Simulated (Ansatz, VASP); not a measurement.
MoS2: VASP beside Ansatz

Contents of INCAR:

```
SYSTEM = MoS2
ALGO = Normal
EDIFF = 1E-6
ENCUT = 520
GGA = PE
ISIF = 2
ISMEAR = 0
IVDW = 12
LASPH = .TRUE.
LCHARG = .TRUE.
LELF = .TRUE.
LREAL = .FALSE.
LVHAR = .TRUE.
LWAVE = .FALSE.
NBANDS = 20
NELM = 100
PREC = Accurate
SIGMA = 0.05
```

KPOINTS

```
k-points
0
G
  12 12 4
  0 0 0
```

Contents of POSCAR:

```
MoS2
1.0
    3.1497239970      0.0000000000      0.0157486200
   -1.5748619985      2.7277409963     -0.0078743100
    0.0332377133      0.0000000000      6.6475426602
Mo S
1 2
Direct
    0.0000000000      0.0000000000      0.0000000000
    0.3333333333      0.6666666667      0.2356692374
    0.3333333333      0.6666666667      0.7643307626
```

Input for Ansatz:

```yaml
crystal:
  lattice:
    - [3.149723997, 0.0, 0.01574862]
    - [-1.5748619985, 2.7277409963, -0.00787431]
    - [0.0332377133, 0.0, 6.6475426602]
  atoms:
    - { symbol: Mo, position: [0.0, 0.0, 0.0] }
    - { symbol: S, position: [0.3333333333, 0.6666666667, 0.2356692374] }
    - { symbol: S, position: [0.3333333333, 0.6666666667, 0.7643307626] }
basis:
  ecutwfc: 420
kpoints:
  mp_grid: { grid: [12, 12, 4] }
hamiltonian:
  xc: pbe
  dispersion: d3bj
scf:
  occupations: { method: gaussian, width: 0.05 }
output:
  forces: true
  stress: true
  eigenvalues: true
```

Change from the starting cell: strain +0.0100 x Voigt [0, 0, 0, 0, 1, 0], atoms carried along.

Alike in both runs: task single point; functional PBE; dispersion D3(BJ); k mesh 12 × 12 × 4; occupations gaussian, width 0.05 eV; no spin polarisation.

|  | VASP | Ansatz |
| --- | --- | --- |
| version | VASP 6.6.1 | Ansatz 0.2.0 |
| potentials or method | VASP PAW PBE potentials, release 64 (Mo_sv, S), cutoff 520 eV | scalar-relativistic, plane waves, PAW |
| valence electrons in the cell | 26 | 26 |

```csv
,VASP,Ansatz,Ansatz less VASP
gap on the k mesh at the Fermi level (eV),1.22,1.21,-0.011
least direct gap on the mesh (eV),1.76,1.76,-0.004
pressure (GPa),-0.1,0.0,+0.13
"traceless stress, the component that is largest in VASP (GPa)",-1.25,-1.25,-0.004
rms of the force components (eV/Å),0.070,0.070,+0.0002
```

Atom by atom the forces differ by 0.006 eV/Å (rms over components).
